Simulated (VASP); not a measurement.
A run of VASP 6.6.1 is set up as follows.

INCAR

```
ALGO     = Normal         # electronic algorithm
EDIFF    = 1E-7           # SCF threshold, eV
ENCUT    = 520            # plane-wave cutoff, eV
GGA      = PS             # functional
ISIF     = 2              # what is computed and relaxed
ISMEAR   = -1             # smearing method
LASPH    = T              # aspherical terms in the spheres
LCHARG   = F              # write CHGCAR
LREAL    = F              # projectors in reciprocal space
LWAVE    = F              # write WAVECAR
NBANDS   = 29             # bands
NELM     = 80             # most SCF steps
PREC     = Accurate       # precision mode
SIGMA    = 0.03           # smearing width, eV
```

The input KPOINTS:

```
k-points
0
Gamma
  4 4 4
```

The input POSCAR:

```
CaAgI3
1.0
    5.6324893022      0.0000000000      0.0000000000
    0.0000000000      5.6324893022      0.0000000000
    0.0000000000      0.0000000000      5.6324893022
Ca Ag I
1 1 3
Direct
    0.0000000000      0.0000000000      0.0000000000
    0.5000000000      0.5000000000      0.5000000000
    0.0000000000      0.5000000000      0.5000000000
    0.5000000000      0.0000000000      0.5000000000
    0.5000000000      0.5000000000      0.0000000000
```

Potentials or basis: VASP PAW PBE potentials, release 64 (Ca_sv, Ag, I).

The run is started by

```bash
$ cat potpaw_PBE.64/Ca_sv/POTCAR potpaw_PBE.64/Ag/POTCAR potpaw_PBE.64/I/POTCAR > POTCAR
$ mpirun -np 1 vasp_std > vasp.out
```

(1) Estimate the band gap on the k mesh.

(2) Predict the pressure.

Answers

(1) zero (band 21 reaches 4.77 eV, above the bottom of band 22 at 4.04 eV).

(2) 0.0 GPa.

Caveat: the PAW data sets were made with another functional, which shifts forces and pressure a little; spin-orbit coupling is left out, which moves the levels of the heavy elements.
